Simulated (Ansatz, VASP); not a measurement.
## One calculation of MnS, two programs

```xyz
2
Lattice="1.8300 1.0565 2.9709 -1.8300 1.0565 2.9709 0.0000 -2.1131 2.9709" Properties=species:S:1:pos:R:3 pbc="T T T"
S     0.0000    0.0000    4.4564
Mn    0.0000    0.0000    0.0000
```

Alike in both runs: task single point; functional PBE; dispersion D4; k mesh 9 × 9 × 9; occupations gaussian, width 0.01 eV; collinear spin; Hubbard terms Mn d U = 2.0 eV.

|  | VASP | Ansatz |
| --- | --- | --- |
| version | VASP 6.6.1 | Ansatz 0.2.0 |
| potentials or method | VASP PAW PBE potentials, release 64 (S, Mn_pv) | Ansatz PAW |
| plane-wave cutoff (eV) | 520 | 420 |
| valence electrons in the cell | 19 | 21 |

Ansatz gave:

```
gap on the k mesh at the Fermi level (eV)                     : none
pressure (GPa)                                                : 1.7
traceless stress, the component that is largest in VASP (GPa) : 0.32
net moment per atom (μB)                                      : 2.49
size of the moment on the site where the two differ most (μB) : 4.41
```

Question: Which values does VASP return?

Answer: gap on the k mesh at the Fermi level (eV): none; pressure (GPa): 0.9; traceless stress, the component that is largest in VASP (GPa): 0.31; net moment per atom (μB): 2.48; size of the moment on the site where the two differ most (μB): 4.49.

Site moments also hang on the region over which each program counts them. The programs project onto different local orbitals, so the same U acts differently, and such runs can settle in different states. A gap of «none» marks a metal or a gap that the smearing closes. VASP's potentials hold 19 valence electrons a cell and Ansatz's 21, so a difference there can come from the potentials and not from the codes.

Noted on Ansatz's run: the magnetic or orbital state may not be the lowest.
